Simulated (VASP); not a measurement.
Input of a VASP 6.6.1 run:

The input INCAR:

```
SYSTEM = Si6SnO16
PREC = Accurate
ENCUT = 520
EDIFF = 1E-7
ISMEAR = 0
SIGMA = 0.05
LREAL = Auto
LASPH = .TRUE.
NELM = 80
ALGO = Normal
ISIF = 2
LWAVE = .FALSE.
LCHARG = .FALSE.
GGA = PE
NBANDS = 84
```

File KPOINTS:

```
Automatic mesh
0
G
  2 2 2
  0 0 0
```

File POSCAR:

```
Si6SnO16
1.0
   -4.1790000000     -4.1790000000      0.0000000000
    4.1790000000     -4.1790000000      0.0000000000
    0.0000000000      0.0000000000      5.3298000000
Si O Sn
6 16 1
Direct
    0.5000000000      0.5000000000      0.0046133063
    0.0000000000      0.5000000000      0.2500000000
    0.5000000000      0.5000000000      0.4953866937
    0.0000000000      0.5000000000      0.7500000000
    0.0000000000      0.0000000000      0.0041618822
    0.0000000000      0.0000000000      0.4958381178
    0.1932502991      0.5000000000     -0.0002988855
    0.0000000000      0.2024388610      0.2500000000
    0.8067497009      0.5000000000     -0.0002988855
    0.0000000000      0.7975611390      0.2500000000
    0.1932502991      0.5000000000      0.5002988855
    0.0000000000      0.1964412539      0.7500000000
    0.8067497009      0.5000000000      0.5002988855
    0.0000000000      0.8035587461      0.7500000000
    0.7190641302      0.0000000000      0.0296262524
    0.5000000000      0.6865817181      0.2500000000
    0.2809358698      0.0000000000      0.0296262524
    0.5000000000      0.3134182819      0.2500000000
    0.7190641302      0.0000000000      0.4703737476
    0.5000000000      0.6772615458      0.7500000000
    0.2809358698      0.0000000000      0.4703737476
    0.5000000000      0.3227384542      0.7500000000
    0.5000000000      0.0000000000     -0.2500000000
```

Potentials or basis: VASP PAW PBE potentials, release 64 (Si, O, Sn_d).

Run with:

```sh
$ cat potpaw_PBE.64/Si/POTCAR potpaw_PBE.64/O/POTCAR potpaw_PBE.64/Sn_d/POTCAR > POTCAR
$ mpirun -np 1 vasp_std > vasp.out
```

Problem. Estimate the band gap on the k mesh.

Solution. Zero (band 67 reaches 7.08 eV, above the bottom of band 68 at 6.93 eV).

Problem. What does it give for the largest force?

Solution. 0.052 eV/Å.

Problem. What does it give for the pressure?

Solution. 30.9 GPa.

Forces on the atoms (eV/Å):
```
Si   0.000  0.000 -0.052
Si   0.000  0.000  0.000
Si   0.000  0.000  0.052
Si   0.000  0.000  0.000
Si   0.000  0.000  0.019
Si   0.000  0.000 -0.019
O   -0.008 -0.008  0.016
O    0.006 -0.006  0.000
O    0.008  0.008  0.016
O   -0.006  0.006  0.000
O   -0.008 -0.008 -0.016
O    0.002 -0.002  0.000
O    0.008  0.008 -0.016
O   -0.002  0.002  0.000
O    0.004  0.004  0.044
O    0.030 -0.030  0.000
O   -0.004 -0.004  0.044
O   -0.030  0.030  0.000
O    0.004  0.004 -0.044
O   -0.020  0.020  0.000
O   -0.004 -0.004 -0.044
O    0.020 -0.020  0.000
Sn   0.000  0.000  0.000
```

Caveat: the k points lie up to 0.59 Å⁻¹ apart; spin-orbit coupling is left out, which moves the levels of the heavy elements.
